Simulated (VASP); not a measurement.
# MgO (P6_3mc) in VASP: further runs

MgO is run at these levels: r2SCAN; tasks: single point.

All numbers are computed with VASP 6.6.1; they aren't measurements. Logs are shortened: lines on timing, memory, paths and dates and some standing lists are left out, and cuts for length are marked.

### Step 1. The cell of the first run

Symmetry: P6_3mc, No. 186, hexagonal system. Conventional cell: a = 3.308 Å, b = 3.308 Å, c = 4.983 Å, α = 90.00°, β = 90.00°, γ = 120.00°. Mg (site symmetry 3m) has 4 O at 1.97 to 1.99 Å within 2.6 Å. O (site symmetry 3m) has 4 Mg at 1.97 to 1.99 Å within 2.6 Å.

### Step 2. Single point, r2SCAN

Input file POSCAR:

```
MgO
1.0
    3.3077869900      0.0000000000      0.0000000000
   -1.6538934900      2.8646275600      0.0000000000
    0.0000000000      0.0000000000      4.9828816700
Mg O
2 2
Direct
    0.3333333333      0.6666666667      0.0021597400
    0.6666666667      0.3333333333      0.5021597400
    0.3333333333      0.6666666667      0.4024402600
    0.6666666667      0.3333333333      0.9024402600
```

Input file INCAR.step1:

```
SYSTEM = MgO
PREC = Accurate
ENCUT = 520
ISMEAR = 0
SIGMA = 0.01
LREAL = .FALSE.
LASPH = .TRUE.
NELM = 80
NBANDS = 16
GGA = PE
ALGO = Normal
EDIFF = 1E-4
LWAVE = .TRUE.
LCHARG = .FALSE.
```

Input file INCAR.step2:

```
SYSTEM = MgO
PREC = Accurate
ENCUT = 520
EDIFF = 1E-7
ISMEAR = 0
SIGMA = 0.01
LREAL = .FALSE.
LASPH = .TRUE.
NELM = 80
ALGO = Normal
ISIF = 2
LWAVE = .FALSE.
LCHARG = .FALSE.
METAGGA = R2SCAN
LMIXTAU = .TRUE.
NBANDS = 16
ISTART = 1
```

Input file KPOINTS:

```
Automatic mesh
0
G
  6 6 4
  0 0 0
```

Potentials or basis: VASP PAW PBE potentials, release 64 (Mg, O).

The run is started by

```bash
> cat potpaw_PBE.64/Mg/POTCAR potpaw_PBE.64/O/POTCAR > POTCAR
> cp INCAR.step1 INCAR
> mpirun -np 1 vasp_std > vasp.out
> cp INCAR.step2 INCAR
> mpirun -np 1 vasp_std > vasp.out
```

OUTCAR:

```text
SYSTEM = MgO
   PREC = Accurate
   ENCUT = 520
   EDIFF = 1E-7
   ISMEAR = 0
   LREAL = .FALSE.
   LASPH = .TRUE.
   NELM = 80
   ISIF = 2
   METAGGA = R2SCAN
   ISTART = 1

 ion  position               nearest neighbor table
   1  0.333  0.667  0.002-   4 1.97   4 1.97   4 1.97   3 1.99   2 3.14   2 3.14   2 3.14   2 3.14
                             2 3.14   2 3.14
   2  0.667  0.333  0.502-   3 1.97   3 1.97   3 1.97   4 1.99   1 3.14   1 3.14   1 3.14   1 3.14
                             1 3.14   1 3.14
   3  0.333  0.667  0.402-   2 1.97   2 1.97   2 1.97   1 1.99
   4  0.667  0.333  0.902-   1 1.97   1 1.97   1 1.97   2 1.99

  LATTYP: Found a hexagonal cell.
 ALAT       =     3.3077869900
 C/A-ratio  =     1.5064094771

  Lattice vectors:

 A1 = (   3.3077869900,   0.0000000000,   0.0000000000)
 A2 = (  -1.6538934900,   2.8646275600,   0.0000000000)
 A3 = (   0.0000000000,   0.0000000000,   4.9828816700)

Analysis of symmetry for initial positions (statically):
=====================================================================
 Subroutine PRICEL returns:
 Original cell was already a primitive cell.

 Routine SETGRP: Setting up the symmetry group for a
 hexagonal supercell.

 Subroutine GETGRP returns: Found 12 space group operations
 (whereof  6 operations were pure point group operations)
 out of a pool of 24 trial point group operations.

The static configuration has the point symmetry C_3v.
 The point group associated with its full space group is C_6v.

Analysis of symmetry for dynamics (positions and initial velocities):
=====================================================================
 Subroutine PRICEL returns:
 Original cell was already a primitive cell.

 Routine SETGRP: Setting up the symmetry group for a
 hexagonal supercell.

 Subroutine GETGRP returns: Found 12 space group operations
 (whereof  6 operations were pure point group operations)
 out of a pool of 24 trial point group operations.

The dynamic configuration has the point symmetry C_3v.
 The point group associated with its full space group is C_6v.

 Subroutine INISYM returns: Found 12 space group operations
 (whereof  6 operations are pure point group operations),
 and found     1 'primitive' translations

----------------------------------------------------------------------------------------

                                     Primitive cell

  volume of cell :      47.2157

  direct lattice vectors                    reciprocal lattice vectors
     3.307786990  0.000000000  0.000000000     0.302316928  0.174542759  0.000000000
    -1.653893490  2.864627560  0.000000000     0.000000000  0.349085520  0.000000000
     0.000000000  0.000000000  4.982881670     0.000000000  0.000000000  0.200687086

  length of vectors
     3.307786990  3.307786984  4.982881670     0.349085519  0.349085520  0.200687086

  position of ions in fractional coordinates (direct lattice)
     0.333333333  0.666666667  0.002159740
     0.666666667  0.333333333  0.502159740
     0.333333333  0.666666667  0.402440260
     0.666666667  0.333333333  0.902440260

  ion indices of the primitive-cell ions
   primitive index   ion index
                 1           1
                 2           2
                 3           3
                 4           4

----------------------------------------------------------------------------------------

 KPOINTS: Automatic mesh

Automatic generation of k-mesh.
 Grid dimensions read from file:
 generate k-points for:    6    6    4

 Generating k-lattice:

  Cartesian coordinates                     Fractional coordinates (reciprocal lattice)
     0.050386155  0.029090460  0.000000000     0.166666667 -0.000000000  0.000000000
     0.000000000  0.058180920  0.000000000     0.000000000  0.166666667  0.000000000
     0.000000000  0.000000000  0.050171771     0.000000000  0.000000000  0.250000000

  Length of vectors
     0.058180920  0.058180920  0.050171771

  Shift w.r.t. Gamma in fractional coordinates (k-lattice)
     0.000000000  0.000000000  0.000000000

 Subroutine IBZKPT returns following result:
 ===========================================

 Found     21 irreducible k-points:

 Following reciprocal coordinates:
            Coordinates               Weight
  0.000000  0.000000  0.000000      1.000000
  0.166667  0.000000  0.000000      6.000000
  0.333333  0.000000  0.000000      6.000000
  0.500000  0.000000  0.000000      3.000000
  0.166667  0.166667  0.000000      6.000000
  0.333333  0.166667  0.000000     12.000000
[... 13 lines left out ...]
  0.333333  0.166667  0.500000     12.000000
  0.333333  0.333333  0.500000      2.000000
   k-points           NKPTS =     21   k-points in BZ     NKDIM =     21   number of bands    NBANDS=     16
   number of dos      NEDOS =    301   number of ions     NIONS =      4
   total plane-waves  NPLWV =  31360
   dimension x,y,z NGX =    28 NGY =   28 NGZ =   40
   dimension x,y,z NGXF=    56 NGYF=   56 NGZF=   80
   ions per type =               2   2
   NGX,Y,Z   is equivalent  to a cutoff of  14.07, 14.07, 13.35 a.u.
   NGXF,Y,Z  is equivalent  to a cutoff of  28.15, 28.15, 26.69 a.u.
 SYSTEM =  MgO
   PREC   = accura    normal or accurate (medium, high low for compatibility)
   ISTART =      1    job   : 0-new  1-cont  2-samecut
   ICHARG =      0    charge: 1-file 2-atom 10-const
   ISPIN  =      1    spin polarized calculation?
   LNONCOLLINEAR =      F non collinear calculations
   LSORBIT =      F    spin-orbit coupling
   LASPH  =      T    aspherical Exc in radial PAW
   ENCUT  =  520.0 eV  38.22 Ry    6.18 a.u.   6.15  6.15  9.26*2*pi/ulx,y,z
   NELM   =     80;   NELMIN=  2; NELMDL=  0     # of ELM steps
   EDIFF  = 0.1E-06   stopping-criterion for ELM
   LREAL  =      F    real-space projection
   EDIFFG = 0.1E-05   stopping-criterion for IOM
   NSW    =      0    number of steps for IOM
   IBRION =     -1    ionic relax: 0-MD 1-quasi-New 2-CG
   NFREE  =      0    steps in history (QN), initial steepest desc. (CG)
   ISIF   =      2    stress and relaxation
   ISYM   =      2    0-nonsym 1-usesym 2-fastsym
   POTIM  = 0.5000    time-step for ionic-motion
   TEBEG  =    0.0;   TEEND  =   0.0 temperature during run
   PSTRESS=    0.0 pullay stress
   NELECT =      16.0000    total number of electrons
   NUPDOWN=      -1.0000    fix difference up-down
   EMIN   =  10.00;   EMAX   =-10.00  energy-range for DOS
   EFERMI =   0.00;   METHOD = LEGACY
   ISMEAR =     0;   SIGMA  =   0.01  broadening in eV -4-tet -1-fermi 0-gaus
   EFERMI_NEDOS =   21; number of points for ismear=-14 and -15
   IALGO  =     38    algorithm
   IMIX   =      4    mixing-type and parameters
     AMIX     =   0.40;   BMIX     =  1.00
     AMIX_MAG =   1.60;   BMIX_MAG =  1.00
  volume/ion in A,a.u.               =      11.80        79.66
  Fermi-wavevector in a.u.,A,eV,Ry     =   1.141351  2.156842 17.724080  1.302683
  Thomas-Fermi vector in A             =   2.278052
   LORBIT       =      0    0 simple, 1 ext, 2 COOP (PROOUT), +10 PAW based schemes
   METAGGA = R2SCAN    functional components
   LHFCALC =     F    Hartree Fock is set to
   AEXX    =    0.0000 exact exchange contribution
   IVDW    =     0    specifies the selected vdW correction
   LEPSILON=     F    determine dielectric tensor
   LRPA    =     F    only Hartree local field effects (RPA)
 non-spin polarized calculation
 Gauss-broadening in eV      SIGMA  =   0.01
  energy-cutoff  :      520.00
  volume of cell :       47.22
 maximum number of plane-waves:      1303
 NGX is ok and might be reduce to    28
   NGX = 13   NGY = 13   NGZ = 19

 number of electron      15.9999997 magnetization

 Free energy of the ion-electron system (eV)
  ---------------------------------------------------
  ext. energy  EPLUGINS =         0.00000000
  ---------------------------------------------------
  free energy    TOTEN  =       -31.85329781 eV

  energy without entropy =      -31.85329781  energy(sigma->0) =      -31.85329781

 E-fermi :   0.8921     XC(G=0): -10.1989

 val. band max:        0.7371704846   @ k =   0.0000   0.0000   0.0000
 cond. band min:       4.8657856069   @ k =   0.0000   0.0000   0.0000
 fundamental gap:      4.1286151222
 Fermi energy:         0.8920895945

 k-point     1 :       0.0000    0.0000    0.0000
  band No.  band energies     occupation
      1     -16.4792      2.00000
      2     -15.6933      2.00000
      3      -2.5457      2.00000
      4      -0.0668      2.00000
      5      -0.0668      2.00000
      6       0.2759      2.00000
[... 8 lines left out ...]
     15      18.2696      0.00000
     16      18.2696      0.00000

 k-point     2 :       0.1667    0.0000    0.0000
  band No.  band energies     occupation
      1     -16.3497      2.00000
      2     -15.6535      2.00000
      3      -2.2834      2.00000
      4      -0.7149      2.00000
      5      -0.3467      2.00000
      6      -0.2311      2.00000
[... 8 lines left out ...]
     15      17.3547      0.00000
     16      17.5754      0.00000

 k-point     3 :       0.3333    0.0000    0.0000
  band No.  band energies     occupation
      1     -16.0536      2.00000
      2     -15.6003      2.00000
      3      -1.8932      2.00000
      4      -1.5962      2.00000
      5      -1.1102      2.00000
      6      -0.4890      2.00000
[... 8 lines left out ...]
     15      16.2548      0.00000
     16      17.3912      0.00000

 k-point     4 :       0.5000    0.0000    0.0000
  band No.  band energies     occupation
      1     -15.8576      2.00000
      2     -15.6155      2.00000
      3      -2.3669      2.00000
      4      -1.4579      2.00000
      5      -1.0318      2.00000
      6      -0.6010      2.00000
[... 8 lines left out ...]
     15      15.9821      0.00000
     16      17.7943      0.00000

 k-point     5 :       0.1667    0.1667    0.0000
  band No.  band energies     occupation
      1     -16.1356      2.00000
      2     -15.6075      2.00000
      3      -1.8174      2.00000
      4      -1.4520      2.00000
      5      -1.0606      2.00000
      6      -0.3360      2.00000
[... 8 lines left out ...]
     15      16.2280      0.00000
     16      17.6099      0.00000

 k-point     6 :       0.3333    0.1667    0.0000
  band No.  band energies     occupation
      1     -15.8659      2.00000
      2     -15.6092      2.00000
      3      -2.1286      2.00000
      4      -1.3557      2.00000
      5      -1.0614      2.00000
      6      -0.7951      2.00000
[... 8 lines left out ...]
     15      15.7494      0.00000
     16      17.7246      0.00000
[... 210 lines left out ...]
 k-point    18 :       0.5000    0.0000    0.5000
  band No.  band energies     occupation
      1     -15.7289      2.00000
      2     -15.7289      2.00000
      3      -2.4073      2.00000
      4      -2.4073      2.00000
      5      -0.2212      2.00000
      6      -0.2212      2.00000
[... 8 lines left out ...]
     15      16.8505      0.00000
     16      16.8505      0.00000

 k-point    19 :       0.1667    0.1667    0.5000
  band No.  band energies     occupation
      1     -15.8724      2.00000
      2     -15.8724      2.00000
      3      -1.8650      2.00000
      4      -1.8650      2.00000
      5      -0.3566      2.00000
      6      -0.3566      2.00000
[... 8 lines left out ...]
     15      16.9203      0.00000
     16      16.9203      0.00000

 k-point    20 :       0.3333    0.1667    0.5000
  band No.  band energies     occupation
      1     -15.7301      2.00000
      2     -15.7301      2.00000
      3      -2.1799      2.00000
      4      -2.1799      2.00000
      5      -0.7512      2.00000
      6      -0.7512      2.00000
[... 8 lines left out ...]
     15      17.1943      0.00000
     16      17.1943      0.00000

 k-point    21 :       0.3333    0.3333    0.5000
  band No.  band energies     occupation
      1     -15.6828      2.00000
      2     -15.6828      2.00000
      3      -1.8959      2.00000
      4      -1.8959      2.00000
      5      -1.3959      2.00000
      6      -1.3959      2.00000
[... 8 lines left out ...]
     15      17.6487      0.00000
     16      17.6487      0.00000

------------------------ aborting loop because EDIFF is reached ----------------------------------------

  FORCE on cell =-STRESS in cart. coord.  units (eV):
  Direction    XX          YY          ZZ          XY          YZ          ZX
  --------------------------------------------------------------------------------------
  -------------------------------------------------------------------------------------
  Total       -0.3717034     -0.3717034     -0.2518677     -0.0000000      0.0000000      0.0000000
  in kB      -12.6130717    -12.6130717     -8.5466655     -0.0000000      0.0000000      0.0000000
  external PRESSURE =     -11.2576030 kB  Pullay stress =       0.0000000 kB

 VOLUME and BASIS-vectors are now :
 -----------------------------------------------------------------------------
  energy-cutoff  :      520.00
  volume of cell :       47.22
      direct lattice vectors                 reciprocal lattice vectors
     3.307786990  0.000000000  0.000000000     0.302316928  0.174542759  0.000000000
    -1.653893490  2.864627560  0.000000000     0.000000000  0.349085520  0.000000000
     0.000000000  0.000000000  4.982881670     0.000000000  0.000000000  0.200687086

 POSITION                                       TOTAL-FORCE (eV/Angst)
 -----------------------------------------------------------------------------------
      0.00000      1.90975      0.01076        -0.000000      0.000000      0.028242
      1.65389      0.95488      2.50220         0.000000     -0.000000      0.028242
      0.00000      1.90975      2.00531         0.000000     -0.000000     -0.028242
      1.65389      0.95488      4.49675         0.000000     -0.000000     -0.028242
 -----------------------------------------------------------------------------------
    total drift:                               -0.000000      0.000000     -0.014575

  FREE ENERGIE OF THE ION-ELECTRON SYSTEM (eV)
  ---------------------------------------------------
  free  energy   TOTEN  =       -31.8532978126 eV

  energy  without entropy=      -31.8532978126  energy(sigma->0) =      -31.85329781
```

Wall time 40 s (1 thread of Intel Xeon 6975P-C (Granite Rapids), shared host); peak memory 0.18 GiB.

What came out:

```
Free energy            : -31.8533 eV
Pressure               : -1.1 GPa
Largest force          : 0.028 eV/Å
Band gap on the k mesh : 4.13 eV, direct
```

Forces on the atoms (eV/Å):
```
Mg   0.000  0.000  0.028
Mg   0.000  0.000  0.028
O    0.000  0.000 -0.028
O    0.000  0.000 -0.028
```

Levels at points of the mesh, in eV from the valence-band top:
```tsv
k point	band 6	band 7	band 8	band 9	band 10	band 11
(0.00, 0.00, 0.00)	-0.46	-0.46	0.00	4.13	9.38	11.20
(0.50, 0.00, 0.00)	-1.34	-0.83	-0.53	8.47	8.84	10.05
(0.00, 0.00, 0.50)	-0.64	-0.64	-0.64	6.67	6.67	14.21
(0.50, 0.00, 0.50)	-0.96	-0.73	-0.73	8.09	8.09	11.75
```

Caveat: the PAW data sets were made with another functional, which shifts forces and pressure a little. r2SCAN opens gaps a little over a GGA but as a rule still falls short of measured ones.

### Step 3. Single point, r2SCAN

This run uses another cell than the first one, of 12.04 Å³/atom, 1.020 times its volume.

Input file POSCAR:

```
MgO
1.0
    3.3296935025      0.0000000000      0.0000000000
   -1.6648467462      2.8835991563      0.0000000000
    0.0000000000      0.0000000000      5.0158818481
Mg O
2 2
Direct
    0.3333333333      0.6666666667      0.0021597400
    0.6666666667      0.3333333333      0.5021597400
    0.3333333333      0.6666666667      0.4024402600
    0.6666666667      0.3333333333      0.9024402600
```

Input file INCAR.step1:

```
PREC = Accurate
ENCUT = 520
ISMEAR = 0
SIGMA = 0.01
LREAL = False
LASPH = True
NELM = 100
NBANDS = 16
GGA = PE
ALGO = Normal
EDIFF = 1E-4
LWAVE = True
LCHARG = False
```

Input file INCAR.step2:

```
PREC = Accurate
ENCUT = 520
EDIFF = 1E-7
ISMEAR = 0
SIGMA = 0.01
LREAL = False
LASPH = True
NELM = 100
ALGO = Normal
ISIF = 2
LWAVE = False
LCHARG = False
METAGGA = R2SCAN
LMIXTAU = True
NBANDS = 16
ISTART = 1
```

Input file KPOINTS:

```
regular mesh
0
Gamma
  6 6 4
```

Potentials or basis: VASP PAW PBE potentials, release 64 (Mg, O).

The run is started by

```bash
> cat potpaw_PBE.64/Mg/POTCAR potpaw_PBE.64/O/POTCAR > POTCAR
> cp INCAR.step1 INCAR
> mpirun -np 1 vasp_std > vasp.out
> cp INCAR.step2 INCAR
> mpirun -np 1 vasp_std > vasp.out
```

Run time: 40 s. Hardware: 1 thread of Intel Xeon 6975P-C (Granite Rapids), shared host; peak memory 0.18 GiB.

Results (log left out):

```yaml
Free_energy: -31.8404 eV
Pressure: -3.5 GPa
Largest_force: 0.048 eV/Å
Band_gap_on_the_k_mesh: 4.02 eV, direct
```

Forces in eV/Å, atoms in the order of the input:
```
Mg   0.000  0.000  0.048
Mg   0.000  0.000  0.048
O    0.000  0.000 -0.048
O    0.000  0.000 -0.048
```

Stress tensor (GPa, compression positive):
```
-3.79  0.00  0.00
 0.00 -3.79  0.00
 0.00  0.00 -3.00
```

Levels at points of the mesh, in eV from the valence-band top:
| k point | band 4 | band 5 | band 6 | band 7 | band 8 | band 9 | band 10 | band 11 | band 12 | band 13 |
| --- | --- | --- | --- | --- | --- | --- | --- | --- | --- | --- |
| (0.00, 0.00, 0.00) | -0.79 | -0.79 | -0.45 | -0.45 | 0.00 | 4.02 | 9.23 | 11.04 | 14.87 | 14.87 |
| (0.50, 0.00, 0.00) | -2.16 | -1.74 | -1.32 | -0.81 | -0.52 | 8.38 | 8.75 | 9.90 | 11.57 | 13.70 |
| (0.00, 0.00, 0.50) | -1.97 | -0.63 | -0.63 | -0.63 | -0.63 | 6.54 | 6.54 | 14.03 | 14.03 | 15.36 |
| (0.50, 0.00, 0.50) | -3.09 | -0.94 | -0.94 | -0.71 | -0.71 | 8.00 | 8.00 | 11.58 | 11.58 | 14.47 |

Caveat: the PAW data sets were made with another functional, which shifts forces and pressure a little. r2SCAN opens gaps a little over a GGA but as a rule still falls short of measured ones.

(Continued in part 2 of 2.)
